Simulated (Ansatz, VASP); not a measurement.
Two plane-wave programs on CdSe

```xyz
2
Lattice="0.0000 2.9300 2.9300 2.9300 0.0000 2.9300 2.9300 2.9300 0.0000" Properties=species:S:1:pos:R:3 pbc="T T T"
Cd    0.0000    0.0000    0.0000
Se    2.9300    2.9300    2.9300
```

Alike in both runs: task single point; functional PBE; k mesh 6 × 6 × 6; occupations gaussian, width 0.05 eV; no spin polarisation.

```csv
,VASP,Ansatz
version,VASP 6.6.1,Ansatz 0.2.0
potentials or method,"VASP PAW PBE potentials, release 64 (Cd, Se), cutoff 500 eV","scalar-relativistic, plane waves, PAW"
valence electrons in the cell,18,36
```

|  | VASP | Ansatz | Ansatz less VASP |
| --- | --- | --- | --- |
| gap on the k mesh at the Fermi level (eV) | none | none | - |
| pressure (GPa) | -2.9 | -3.2 | -0.25 |

A gap of «none» marks a metal or a gap that the smearing closes. VASP's potentials hold 18 valence electrons a cell and Ansatz's 36, so a difference there can come from the potentials and not from the codes.
